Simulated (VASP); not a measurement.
# CoSi (CsCl type) (Pm-3m) in VASP: a series of runs

The runs below take CoSi (CsCl type) through relaxation of cell and atoms, single point, with PBE.

Program: VASP 6.6.1. These are calculated values, not measurements. Logs are shortened: lines on timing, memory, paths and dates and some standing lists are left out, and cuts for length are marked.

## 1. The cell of the first run

Symmetry: Pm-3m, No. 221, cubic system. The conventional cell has a = 2.670 Å, b = 2.670 Å, c = 2.670 Å, α = 90.00°, β = 90.00°, γ = 90.00°. Within 3.1 Å of Co (site symmetry m-3m) lie 8 Si at 2.31 Å and 6 Co at 2.67 Å. Si (site symmetry m-3m) has 8 Co at 2.31 Å and 6 Si at 2.67 Å within 3.1 Å.

## 2. Relaxation of cell and atoms, PBE, target pressure 34 GPa, at which the enthalpy is minimised

The input, INCAR:

```
SYSTEM = CoSi
PREC     = Accurate       ! precision mode
ENCUT    = 600            ! plane-wave cutoff, eV
EDIFF    = 1E-6           ! SCF threshold, eV
ISMEAR   = -1             ! smearing method
SIGMA    = 0.1            ! smearing width, eV
LREAL    = .FALSE.        ! projectors in reciprocal space
LASPH    = .TRUE.         ! aspherical terms in the spheres
NELM     = 100            ! most SCF steps
ALGO     = Normal         ! electronic algorithm
ISIF     = 3              ! what is computed and relaxed
LWAVE    = .FALSE.        ! write WAVECAR
LCHARG   = .FALSE.        ! write CHGCAR
GGA      = PE             ! functional
IBRION   = 2              ! ionic algorithm
NSW      = 32             ! ionic steps
EDIFFG   = -0.005         ! ionic threshold
PSTRESS  = 340.0
```

The input, KPOINTS:

```
Automatic mesh
0
G
  15 15 15
  0 0 0
```

The input, POSCAR:

```
CoSi
1.0
    2.6701906077      0.0000000000      0.0000000000
    0.0000000000      2.6701906077      0.0000000000
    0.0000000000      0.0000000000      2.6701906077
Co Si
1 1
Direct
    0.0000000000      0.0000000000      0.0000000000
    0.5000000000      0.5000000000      0.5000000000
```

Potentials or basis: VASP PAW PBE potentials, release 64 (Co, Si).

The run is started by

```bash
$ cat potpaw_PBE.64/Co/POTCAR potpaw_PBE.64/Si/POTCAR > POTCAR
$ mpirun -np 1 vasp_std > vasp.out
```

OUTCAR:

```text
SYSTEM = CoSi
   PREC = Accurate
   ENCUT = 600
   EDIFF = 1E-6
   ISMEAR = -1
   LREAL = .FALSE.
   LASPH = .TRUE.
   NELM = 100
   ISIF = 3
   GGA = PE
   IBRION = 2
   NSW = 32
   EDIFFG = -0.005
   PSTRESS = 340.0

 ion  position               nearest neighbor table
   1  0.000  0.000  0.000-   2 2.31   2 2.31   2 2.31   2 2.31   2 2.31   2 2.31   2 2.31   2 2.31

   2  0.500  0.500  0.500-   1 2.31   1 2.31   1 2.31   1 2.31   1 2.31   1 2.31   1 2.31   1 2.31

  LATTYP: Found a simple cubic cell.
 ALAT       =     2.6701906077

  Lattice vectors:

 A1 = (   2.6701906077,   0.0000000000,   0.0000000000)
 A2 = (   0.0000000000,   2.6701906077,   0.0000000000)
 A3 = (   0.0000000000,   0.0000000000,   2.6701906077)

Analysis of symmetry for initial positions (statically):
=====================================================================
 Subroutine PRICEL returns:
 Original cell was already a primitive cell.

 Routine SETGRP: Setting up the symmetry group for a
 simple cubic supercell.

 Subroutine GETGRP returns: Found 48 space group operations
 (whereof 48 operations were pure point group operations)
 out of a pool of 48 trial point group operations.

The static configuration has the point symmetry O_h .

Analysis of symmetry for dynamics (positions and initial velocities):
=====================================================================
 Subroutine PRICEL returns:
 Original cell was already a primitive cell.

 Routine SETGRP: Setting up the symmetry group for a
 simple cubic supercell.

 Subroutine GETGRP returns: Found 48 space group operations
 (whereof 48 operations were pure point group operations)
 out of a pool of 48 trial point group operations.

The dynamic configuration has the point symmetry O_h .

 Subroutine INISYM returns: Found 48 space group operations
 (whereof 48 operations are pure point group operations),
 and found     1 'primitive' translations

----------------------------------------------------------------------------------------

                                     Primitive cell

  volume of cell :      19.0382

  direct lattice vectors                    reciprocal lattice vectors
     2.670190608  0.000000000  0.000000000     0.374505100  0.000000000  0.000000000
     0.000000000  2.670190608  0.000000000     0.000000000  0.374505100  0.000000000
     0.000000000  0.000000000  2.670190608     0.000000000  0.000000000  0.374505100

  length of vectors
     2.670190608  2.670190608  2.670190608     0.374505100  0.374505100  0.374505100

  position of ions in fractional coordinates (direct lattice)
     0.000000000  0.000000000  0.000000000
     0.500000000  0.500000000  0.500000000

  ion indices of the primitive-cell ions
   primitive index   ion index
                 1           1
                 2           2

----------------------------------------------------------------------------------------

 KPOINTS: Automatic mesh

Automatic generation of k-mesh.
 Grid dimensions read from file:
 generate k-points for:   15   15   15

 Generating k-lattice:

  Cartesian coordinates                     Fractional coordinates (reciprocal lattice)
     0.024967007  0.000000000  0.000000000     0.066666667  0.000000000  0.000000000
     0.000000000  0.024967007  0.000000000     0.000000000  0.066666667  0.000000000
     0.000000000  0.000000000  0.024967007     0.000000000  0.000000000  0.066666667

  Length of vectors
     0.024967007  0.024967007  0.024967007

  Shift w.r.t. Gamma in fractional coordinates (k-lattice)
     0.000000000  0.000000000  0.000000000

 Subroutine IBZKPT returns following result:
 ===========================================

 Found    120 irreducible k-points:

 Following reciprocal coordinates:
            Coordinates               Weight
  0.000000  0.000000  0.000000      1.000000
  0.066667  0.000000  0.000000      6.000000
  0.133333  0.000000  0.000000      6.000000
  0.200000  0.000000  0.000000      6.000000
  0.266667  0.000000  0.000000      6.000000
  0.333333  0.000000  0.000000      6.000000
[... 16 lines left out ...]
  0.266667  0.200000  0.000000     24.000000
  0.333333  0.200000  0.000000     24.000000
 [... further k-points ...]
   k-points           NKPTS =    120   k-points in BZ     NKDIM =    120   number of bands    NBANDS=     10
   number of dos      NEDOS =    301   number of ions     NIONS =      2
   total plane-waves  NPLWV =  13824
   dimension x,y,z NGX =    24 NGY =   24 NGZ =   24
   dimension x,y,z NGXF=    48 NGYF=   48 NGZF=   48
   ions per type =               1   1
   NGX,Y,Z   is equivalent  to a cutoff of  14.94, 14.94, 14.94 a.u.
   NGXF,Y,Z  is equivalent  to a cutoff of  29.88, 29.88, 29.88 a.u.
 SYSTEM =  CoSi
   PREC   = accura    normal or accurate (medium, high low for compatibility)
   ISTART =      0    job   : 0-new  1-cont  2-samecut
   ICHARG =      2    charge: 1-file 2-atom 10-const
   ISPIN  =      1    spin polarized calculation?
   LNONCOLLINEAR =      F non collinear calculations
   LSORBIT =      F    spin-orbit coupling
   LASPH  =      T    aspherical Exc in radial PAW
   ENCUT  =  600.0 eV  44.10 Ry    6.64 a.u.   5.33  5.33  5.33*2*pi/ulx,y,z
   NELM   =    100;   NELMIN=  2; NELMDL= -5     # of ELM steps
   EDIFF  = 0.1E-05   stopping-criterion for ELM
   LREAL  =      F    real-space projection
   EDIFFG = -.5E-02   stopping-criterion for IOM
   NSW    =     32    number of steps for IOM
   IBRION =      2    ionic relax: 0-MD 1-quasi-New 2-CG
   NFREE  =      1    steps in history (QN), initial steepest desc. (CG)
   ISIF   =      3    stress and relaxation
   ISYM   =      2    0-nonsym 1-usesym 2-fastsym
   POTIM  = 0.5000    time-step for ionic-motion
   TEBEG  =    0.0;   TEEND  =   0.0 temperature during run
   PSTRESS=  340.0 pullay stress
   NELECT =      13.0000    total number of electrons
   NUPDOWN=      -1.0000    fix difference up-down
   EMIN   =  10.00;   EMAX   =-10.00  energy-range for DOS
   EFERMI =   0.00;   METHOD = LEGACY
   ISMEAR =    -1;   SIGMA  =   0.10  broadening in eV -4-tet -1-fermi 0-gaus
   EFERMI_NEDOS =   21; number of points for ismear=-14 and -15
   IALGO  =     38    algorithm
   IMIX   =      4    mixing-type and parameters
     AMIX     =   0.40;   BMIX     =  1.00
     AMIX_MAG =   1.60;   BMIX_MAG =  1.00
  volume/ion in A,a.u.               =       9.52        64.24
  Fermi-wavevector in a.u.,A,eV,Ry     =   1.441607  2.724243 28.276063  2.078232
  Thomas-Fermi vector in A             =   2.560221
   LORBIT       =      0    0 simple, 1 ext, 2 COOP (PROOUT), +10 PAW based schemes
   GGA     = PE    functional components
   LHFCALC =     F    Hartree Fock is set to
   AEXX    =    0.0000 exact exchange contribution
   IVDW    =     0    specifies the selected vdW correction
   LEPSILON=     F    determine dielectric tensor
   LRPA    =     F    only Hartree local field effects (RPA)
 conjugate gradient relaxation of ions
 non-spin polarized calculation
  energy-cutoff  :      600.00
  volume of cell :       19.04
 maximum number of plane-waves:       655
 NGX is ok and might be reduce to    24
   NGX = 11   NGY = 11   NGZ = 11

 number of electron      12.9999995 magnetization

 Free energy of the ion-electron system (eV)
  ---------------------------------------------------
  ext. energy  EPLUGINS =         0.00000000
  ---------------------------------------------------
  free energy    TOTEN  =       -13.06613298 eV

  energy without entropy =      -13.00974564  energy(sigma->0) =      -13.03793931

 E-fermi :  14.8696     XC(G=0): -13.5743

 val. band max:       14.8465110392   @ k =   0.3333   0.2000   0.0000
 cond. band min:      14.9120536839   @ k =   0.2667   0.0000   0.0000
 fundamental gap:      0.0655426447
 Fermi energy:        14.8695952405

 k-point     1 :       0.0000    0.0000    0.0000
  band No.  band energies     occupation
      1      -0.4842      2.00000
      2      10.3634      2.00000
      3      10.3634      2.00000
      4      13.3740      2.00000
      5      13.3740      2.00000
      6      13.3740      2.00000
      7      18.2793      0.00000
      8      18.2793      0.00000
      9      18.2793      0.00000
     10      22.8101      0.00000

 k-point     2 :       0.0667    0.0000    0.0000
  band No.  band energies     occupation
      1      -0.3902      2.00000
      2      10.3132      2.00000
      3      10.4001      2.00000
      4      13.2806      2.00000
      5      13.2806      2.00000
      6      13.3821      2.00000
      7      17.6772      0.00000
      8      18.4498      0.00000
      9      18.4498      0.00000
     10      22.7600      0.00000

 k-point     3 :       0.1333    0.0000    0.0000
  band No.  band energies     occupation
      1      -0.1096      2.00000
      2      10.1173      2.00000
      3      10.5059      2.00000
      4      13.0398      2.00000
      5      13.0398      2.00000
      6      13.4050      2.00000
      7      16.5280      0.00000
      8      18.9234      0.00000
      9      18.9234      0.00000
     10      22.6131      0.00000

 k-point     4 :       0.2000    0.0000    0.0000
  band No.  band energies     occupation
      1       0.3525      2.00000
      2       9.6568      2.00000
      3      10.6680      2.00000
      4      12.7314      2.00000
      5      12.7314      2.00000
      6      13.4389      2.00000
      7      15.5192      0.00301
      8      19.6253      0.00000
      9      19.6253      0.00000
     10      22.3826      0.00000

 k-point     5 :       0.2667    0.0000    0.0000
  band No.  band energies     occupation
      1       0.9875      2.00000
      2       8.8407      2.00000
      3      10.8642      2.00000
      4      12.4241      2.00000
      5      12.4241      2.00000
      6      13.4782      2.00000
      7      14.9121      0.79084
      8      20.4939      0.00000
      9      20.4939      0.00000
     10      22.0959      0.00000

 k-point     6 :       0.3333    0.0000    0.0000
  band No.  band energies     occupation
      1       1.7807      2.00000
      2       7.7377      2.00000
      3      11.0636      2.00000
      4      12.1634      2.00000
      5      12.1634      2.00000
      6      13.5161      2.00000
      7      14.6748      1.75039
      8      21.4917      0.00000
      9      21.4917      0.00000
     10      21.7982      0.00000
[... 183 lines left out ...]
 k-point    21 :       0.4667    0.1333    0.0000
  band No.  band energies     occupation
      1       3.8830      2.00000
      2       5.7712      2.00000
      3      11.3535      2.00000
      4      11.5695      2.00000
      5      11.9574      2.00000
      6      13.3329      2.00000
      7      14.6376      1.82100
      8      20.1406      0.00000
      9      22.6462      0.00000
     10      23.9121      0.00000

 k-point    22 :       0.2000    0.2000    0.0000
  band No.  band energies     occupation
      1       1.1567      2.00000
      2       9.9448      2.00000
      3      10.1568      2.00000
      4      12.1140      2.00000
      5      12.7044      2.00000
      6      13.0251      2.00000
      7      15.7863      0.00021
      8      17.1077      0.00000
      9      20.7619      0.00000
     10      23.5266      0.00000

 k-point    23 :       0.2667    0.2000    0.0000
  band No.  band energies     occupation
      1       1.7636      2.00000
      2       9.2896      2.00000
      3      10.2952      2.00000
      4      11.9619      2.00000
      5      12.5171      2.00000
      6      12.9987      2.00000
      7      15.2544      0.04177
      8      17.3650      0.00000
      9      21.5053      0.00000
     10      23.2998      0.00000

 k-point    24 :       0.3333    0.2000    0.0000
  band No.  band energies     occupation
      1       2.5158      2.00000
      2       8.2717      2.00000
      3      10.5628      2.00000
      4      11.8359      2.00000
      5      12.2998      2.00000
      6      13.0362      2.00000
      7      14.8465      1.11491
      8      17.9247      0.00000
      9      22.3472      0.00000
     10      22.6950      0.00000

 [... further k-points ...]
[... 5 lines left out ...]
  --------------------------------------------------------------------------------------
  -------------------------------------------------------------------------------------
  Total        4.0311290      4.0311290      4.0311290      0.0000000      0.0000000     -0.0000000
  in kB      339.2426834    339.2426834    339.2426834      0.0000000      0.0000000     -0.0000000
  external PRESSURE =      -0.7573166 kB  Pullay stress =     340.0000000 kB

 VOLUME and BASIS-vectors are now :
 -----------------------------------------------------------------------------
  energy-cutoff  :      600.00
  volume of cell :       19.04
      direct lattice vectors                 reciprocal lattice vectors
     2.670190608  0.000000000  0.000000000     0.374505100  0.000000000  0.000000000
     0.000000000  2.670190608  0.000000000     0.000000000  0.374505100  0.000000000
     0.000000000  0.000000000  2.670190608     0.000000000  0.000000000  0.374505100

 POSITION                                       TOTAL-FORCE (eV/Angst)
 -----------------------------------------------------------------------------------
      0.00000      0.00000      0.00000         0.000000      0.000000      0.000000
      1.33510      1.33510      1.33510         0.000000      0.000000      0.000000
 -----------------------------------------------------------------------------------
    total drift:                               -0.000000      0.000000      0.000000

  FREE ENERGIE OF THE ION-ELECTRON SYSTEM (eV)
  ---------------------------------------------------
  free  energy   TOTEN  =       -13.0661329755 eV

  energy  without entropy=      -13.0097456428  energy(sigma->0) =      -13.03793931

  enthalpy is  TOTEN    =        -9.0260049589 eV   P V=        4.0401280167

 reached required accuracy - stopping structural energy minimisation
```

Wall time 12 s (1 thread of Intel Xeon Platinum 8375C at 2.90GHz (Ice Lake), shared host); peak memory 0.16 GiB.

Results:

```
Free energy             : -13.0661 eV
Pressure after relaxing : 33.9 GPa
```

Final structure:
```
Co Si
1.0
     2.67019    0.00000    0.00000
     0.00000    2.67019    0.00000
     0.00000    0.00000    2.67019
Co Si
1 1
Direct
  0.00000 0.00000 0.00000
  0.50000 0.50000 0.50000
```

Caveat: the relaxation stopped at its first step, so nothing moved; the cell is relaxed towards a set pressure, so the enthalpy falls and the energy may rise.

(Continued in part 2 of 2.)
